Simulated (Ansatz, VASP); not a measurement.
## TePb: VASP beside Ansatz

The input INCAR:

```
SYSTEM = TePb
ALGO = Normal
EDIFF = 1E-8
ENCUT = 520
GGA = PS
ISIF = 2
ISMEAR = -1
LASPH = .True.
LCHARG = .False.
LEFG = .True.
LREAL = .False.
LWAVE = .False.
NBANDS = 17
NELM = 100
PREC = Accurate
SIGMA = 0.03
```

File KPOINTS:

```
k-points
0
Gamma
  10 10 10
  0 0 0
```

The input POSCAR:

```
TePb
1.0
    0.0000000000      3.1611243728      3.1611243728
    3.1611243728      0.0000000000      3.1611243728
    3.1611243728      3.1611243728      0.0000000000
Te Pb
1 1
Direct
    0.5000000000      0.5000000000      0.5000000000
    0.0000000000      0.0000000000      0.0000000000
```

Input for Ansatz:

```yaml
crystal:
  lattice:
    - [0.0, 3.1611243728, 3.1611243728]
    - [3.1611243728, 0.0, 3.1611243728]
    - [3.1611243728, 3.1611243728, 0.0]
  atoms:
    - { symbol: Te, position: [0.5, 0.5, 0.5] }
    - { symbol: Pb, position: [0.0, 0.0, 0.0] }
kpoints:
  mp_grid: { grid: [10, 10, 10] }
scf:
  occupations: { method: fermi_dirac, width: 0.03 }
hamiltonian:
  xc: pbesol
  pseudopotentials: { kind: all_electron, datasets: crystal }
output:
  forces: true
  stress: true
  eigenvalues: true
  efg: { contact_densities: true }
```

Change from the starting cell: volume scaled by 0.94, crystal datasets.

Alike in both runs: task electric field gradients; functional PBEsol; k mesh 10 × 10 × 10; occupations fermi-dirac, width 0.03 eV; no spin polarisation.

```csv
,VASP,Ansatz
version,VASP 6.6.1,Ansatz 0.2.0
potentials or method,"VASP PAW PBE potentials, release 64 (Te, Pb_d), cutoff 520 eV","all-electron PAW with datasets made for the crystal, scalar-relativistic"
```

|  | VASP | Ansatz | Ansatz less VASP |
| --- | --- | --- | --- |
| pressure (GPa) | 2.9 | 2.9 | +0.02 |

VASP's potentials were made for PBE, not for PBEsol. Ansatz ran all-electron here, and VASP with PAW potentials.

Neither program's run includes spin-orbit coupling.
